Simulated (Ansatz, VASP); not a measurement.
## One calculation of TaSi2, two programs

```
CELL_PARAMETERS angstrom
4.73150 0.00000 0.00000
-2.36575 4.09760 0.00000
0.00000 0.00000 6.52474
ATOMIC_POSITIONS crystal
Ta 0.00000 0.50000 0.16667
Ta 0.50000 0.50000 0.83333
Ta 0.50000 0.00000 0.50000
Si 0.84019 0.68039 0.50000
Si 0.15981 0.84019 0.83333
Si 0.68039 0.84019 0.16667
Si 0.15981 0.31961 0.50000
Si 0.84019 0.15981 0.83333
Si 0.31961 0.15981 0.16667
```

Alike in both runs: functional LDA; k mesh 12 × 12 × 8; occupations fermi-dirac, width 0.15 eV; no spin polarisation.

Ansatz relaxed the structure, and its values are those at the end. VASP's run is a single point on that final structure, the one shown.

```csv
,VASP,Ansatz
version,VASP 6.6.1,Ansatz 0.2.0
potentials or method,"VASP PAW LDA potentials, release 64 (Ta_pv, Si), cutoff 520 eV","scalar-relativistic, plane waves, PAW"
valence electrons in the cell,57,63
```

VASP gave:

| Property | Result |
| --- | --- |
| gap on the k mesh at the Fermi level (eV) | none |
| pressure (GPa) | 0.6 |
| rms of the force components (eV/Å) | 0.003 |

Question: What did Ansatz give for the same quantities?

Answer: gap on the k mesh at the Fermi level (eV): none; pressure (GPa): 0.0; rms of the force components (eV/Å): 0.000.

Ansatz warns that its potentials were made for another functional, while VASP's fit it. LDA's correlation is that of Perdew and Zunger in VASP and of Perdew and Wang (1992) in Ansatz. A gap of «none» marks a metal or a gap that the smearing closes. VASP's potentials hold 57 valence electrons a cell and Ansatz's 63, so a difference there can come from the potentials and not from the codes.

Neither program's run includes spin-orbit coupling.
